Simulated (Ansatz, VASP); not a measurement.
Sn in VASP and in Ansatz

Contents of INCAR:

```
SYSTEM = Sn
PREC = Accurate ; ENCUT = 520
EDIFF = 1E-7 ; ISMEAR = -1
SIGMA = 0.1 ; LREAL = .False.
LASPH = .True. ; NELM = 80
ALGO = Normal ; ISIF = 2
LWAVE = .False. ; LCHARG = .False.
GGA = RE ; NBANDS = 21
```

The input KPOINTS:

```
regular mesh
0
Gamma
  13 13 13
  0 0 0
```

Contents of POSCAR:

```
Sn
1.0
    0.0000000000      3.2164370657      3.2164370657
    3.2164370657      0.0000000000      3.2164370657
    3.2164370657      3.2164370657      0.0000000000
Sn
2
Direct
    0.5000000000      0.5000000000      0.5000000000
    0.7500000000      0.7500000000      0.7500000000
```

Input for Ansatz:

```yaml
crystal:
  lattice:
    - [0.0, 3.2164371143, 3.2164371143]
    - [3.2164371143, 0.0, 3.2164371143]
    - [3.2164371143, 3.2164371143, 0.0]
  atoms:
    - { symbol: Sn, position: [0.5, 0.5, 0.5] }
    - { symbol: Sn, position: [0.75, 0.75, 0.75] }
hamiltonian:
  xc: revpbe
  pseudopotentials:
    kind: paw
    azcp:
      Sn: "pseudopotentials/Sn.paw.azcp"
basis:
  ecutwfc: 420
  fft_grid_basis: typed
kpoints:
  mp_grid: { grid: [13, 13, 13], shift: [0, 0, 0] }
magnetization:
  spin_polarized: false
scf:
  occupations: { method: fermi_dirac, width: 0.1 }
output:
  stress: true
```

Alike in both runs: task single point; functional revPBE; k mesh 13 × 13 × 13; occupations fermi-dirac, width 0.1 eV; no spin polarisation.

```csv
,VASP,Ansatz
version,VASP 6.6.1,Ansatz 0.2.0
potentials or method,"VASP PAW PBE potentials, release 64 (Sn_d), cutoff 520 eV","plane waves (420 eV) with PAW, scalar-relativistic"
valence electrons in the cell,28,28
```

|  | VASP | Ansatz | Ansatz less VASP |
| --- | --- | --- | --- |
| pressure (GPa) | 5.7 | 5.7 | +0.04 |

VASP's potentials were made for PBE, not for revPBE.
